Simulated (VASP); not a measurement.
# Pb (Fm-3m) in VASP: further runs, part 2 of 2

VASP 6.6.1.

**3. Single point, LDA**

This run uses another cell than the first one, of 28.97 Å³/atom, 0.893 times its volume.

Input file INCAR:

```
  PREC = Accurate
  ENCUT = 520
  EDIFF = 1E-6
  ISMEAR = 1
  SIGMA = 0.03
  LREAL = F
  LASPH = T
  NELM = 100
  ALGO = Normal
  ISIF = 2
  LWAVE = F
  LCHARG = F
  NBANDS = 13
```

Input file KPOINTS:

```
Automatic mesh
0
Gamma
  11 11 11
```

Input file POSCAR:

```
Pb
1.0
    0.0000000000      2.4375492138      2.4375492138
    2.4375492138      0.0000000000      2.4375492138
    2.4375492138      2.4375492138      0.0000000000
Pb
1
Direct
    0.0000000000      0.0000000000      0.0000000000
```

Potentials or basis: VASP PAW LDA potentials, release 64 (Pb_d).

Run with:

```
$ cat potpaw_LDA.64/Pb_d/POTCAR > POTCAR
$ mpirun -np 1 vasp_std > vasp.out
```

OUTCAR:

```text
PREC = Accurate
   ENCUT = 520
   EDIFF = 1E-6
   ISMEAR = 1
   LREAL = F
   LASPH = T
   NELM = 100
   ISIF = 2

 ion  position               nearest neighbor table
   1  0.000  0.000  0.000-

  LATTYP: Found a face centered cubic cell.
 ALAT       =     4.8750984276

  Lattice vectors:

 A1 = (   0.0000000000,   2.4375492138,   2.4375492138)
 A2 = (   2.4375492138,   0.0000000000,   2.4375492138)
 A3 = (   2.4375492138,   2.4375492138,   0.0000000000)

Analysis of symmetry for initial positions (statically):
=====================================================================
 Subroutine PRICEL returns:
 Original cell was already a primitive cell.

 Routine SETGRP: Setting up the symmetry group for a
 face centered cubic supercell.

 Subroutine GETGRP returns: Found 48 space group operations
 (whereof 48 operations were pure point group operations)
 out of a pool of 48 trial point group operations.

The static configuration has the point symmetry O_h .

Analysis of symmetry for dynamics (positions and initial velocities):
=====================================================================
 Subroutine PRICEL returns:
 Original cell was already a primitive cell.

 Routine SETGRP: Setting up the symmetry group for a
 face centered cubic supercell.

 Subroutine GETGRP returns: Found 48 space group operations
 (whereof 48 operations were pure point group operations)
 out of a pool of 48 trial point group operations.

The dynamic configuration has the point symmetry O_h .

 Subroutine INISYM returns: Found 48 space group operations
 (whereof 48 operations are pure point group operations),
 and found     1 'primitive' translations

----------------------------------------------------------------------------------------

                                     Primitive cell

  volume of cell :      28.9661

  direct lattice vectors                    reciprocal lattice vectors
[... 113 lines left out ...]
   IVDW    =     0    specifies the selected vdW correction
   LEPSILON=     F    determine dielectric tensor
   LRPA    =     F    only Hartree local field effects (RPA)
 non-spin polarized calculation
 Methfessel and Paxton  Order N= 1 SIGMA  =   0.03
  energy-cutoff  :      520.00
  volume of cell :       28.97
 maximum number of plane-waves:       793
 NGX is ok and might be reduce to    28
   NGX = 13   NGY = 13   NGZ = 13

 number of electron      13.9999999 magnetization

 Free energy of the ion-electron system (eV)
  ---------------------------------------------------
  ext. energy  EPLUGINS =         0.00000000
  ---------------------------------------------------
  free energy    TOTEN  =        -4.25800134 eV

  energy without entropy =       -4.25784137  energy(sigma->0) =       -4.25794802

 E-fermi :   7.6844     XC(G=0): -10.6757

 val. band max:        7.6830229532   @ k =   0.3636   0.2727   0.0000
 cond. band min:       7.7441965466   @ k =  -0.4545   0.3636   0.1818
 fundamental gap:      0.0611735934
 Fermi energy:         7.6843770373

 k-point     1 :       0.0000    0.0000    0.0000
  band No.  band energies     occupation
      1      -9.5127      2.00000
      2      -9.5127      2.00000
      3      -9.5127      2.00000
      4      -9.3487      2.00000
      5      -9.3487      2.00000
      6      -4.5505      2.00000
      7      15.2494      0.00000
      8      15.2494      0.00000
      9      15.2494      0.00000
     10      17.3857      0.00000
     11      19.5916      0.00000
     12      20.3943      0.00000
     13      20.3943      0.00000
[... 354 lines left out ...]
  band No.  band energies     occupation
      1      -9.5079      2.00000
      2      -9.4747      2.00000
      3      -9.4021      2.00000
      4      -9.3838      2.00000
      5      -9.2699      2.00000
      6      -2.7813      2.00000
      7       8.4406      0.00000
      8      10.1088      0.00000
      9      14.6421      0.00000
     10      17.4439      0.00000
     11      18.9067      0.00000
     12      20.1848      0.00000
     13      21.0351      0.00000

 [... further k-points ...]

------------------------ aborting loop because EDIFF is reached ----------------------------------------

  FORCE on cell =-STRESS in cart. coord.  units (eV):
  Direction    XX          YY          ZZ          XY          YZ          ZX
  --------------------------------------------------------------------------------------
  -------------------------------------------------------------------------------------
  Total        0.0194990      0.0194990      0.0194990      0.0000000      0.0000000     -0.0000000
  in kB        1.0785301      1.0785301      1.0785301      0.0000000      0.0000000     -0.0000000
  external PRESSURE =       1.0785301 kB  Pullay stress =       0.0000000 kB

 VOLUME and BASIS-vectors are now :
 -----------------------------------------------------------------------------
  energy-cutoff  :      520.00
  volume of cell :       28.97
      direct lattice vectors                 reciprocal lattice vectors
     0.000000000  2.437549214  2.437549214    -0.205124064  0.205124064  0.205124064
     2.437549214  0.000000000  2.437549214     0.205124064 -0.205124064  0.205124064
     2.437549214  2.437549214  0.000000000     0.205124064  0.205124064 -0.205124064

 POSITION                                       TOTAL-FORCE (eV/Angst)
 -----------------------------------------------------------------------------------
      0.00000      0.00000      0.00000         0.000000     -0.000000      0.000000
 -----------------------------------------------------------------------------------
    total drift:                               -0.000000     -0.000000     -0.000000

  FREE ENERGIE OF THE ION-ELECTRON SYSTEM (eV)
  ---------------------------------------------------
  free  energy   TOTEN  =        -4.2580013388 eV

  energy  without entropy=       -4.2578413710  energy(sigma->0) =       -4.25794802
```

OSZICAR:

```text
N       E                     dE             d eps       ncg     rms          rms(c)
DAV:   1     0.107582784784E+03    0.10758E+03   -0.71415E+03  1461   0.128E+03
DAV:   2     0.918042652200E+00   -0.10666E+03   -0.10276E+03  1531   0.314E+02
DAV:   3    -0.415682350404E+01   -0.50749E+01   -0.50594E+01  1789   0.742E+01
DAV:   4    -0.426959311376E+01   -0.11277E+00   -0.11274E+00  1775   0.117E+01
DAV:   5    -0.427486516841E+01   -0.52721E-02   -0.52719E-02  2096   0.236E+00    0.594E-01
DAV:   6    -0.426183989932E+01    0.13025E-01   -0.15653E-02  1801   0.227E+00    0.281E-01
DAV:   7    -0.425829272952E+01    0.35472E-02   -0.62549E-03  1886   0.131E+00    0.841E-02
DAV:   8    -0.425800213733E+01    0.29059E-03   -0.36294E-04  2123   0.323E-01    0.820E-03
DAV:   9    -0.425800133878E+01    0.79854E-06   -0.73535E-06  2039   0.465E-02
   1 F= -.42580013E+01 E0= -.42579480E+01  d E =-.159968E-03
```

stdout:

```text
POSCAR found type information on POSCAR Pb
 POSCAR found :  1 types and       1 ions
 scaLAPACK will be used
 LDA part: xc-table for (Slater(with rela. corr.)+CA(PZ))
 , standard interpolation
 POSCAR, INCAR and KPOINTS ok, starting setup
 FFT: planning ... GRIDC
 FFT: planning ... GRID_SOFT
 FFT: planning ... GRID
 WAVECAR not read
 entering main loop
```

Wall time 7.4 s (1 thread of Intel Xeon 6975P-C, shared host); peak memory 0.15 GiB.

What came out:

| Item | Value |
| --- | --- |
| Free energy | -4.2580 eV |
| Pressure | 0.1 GPa |
| Band gap on the k mesh | zero (band 7 reaches 15.25 eV, above the bottom of band 8 at 6.00 eV) |

Caveat: spin-orbit coupling is left out, which moves the levels of the heavy elements.
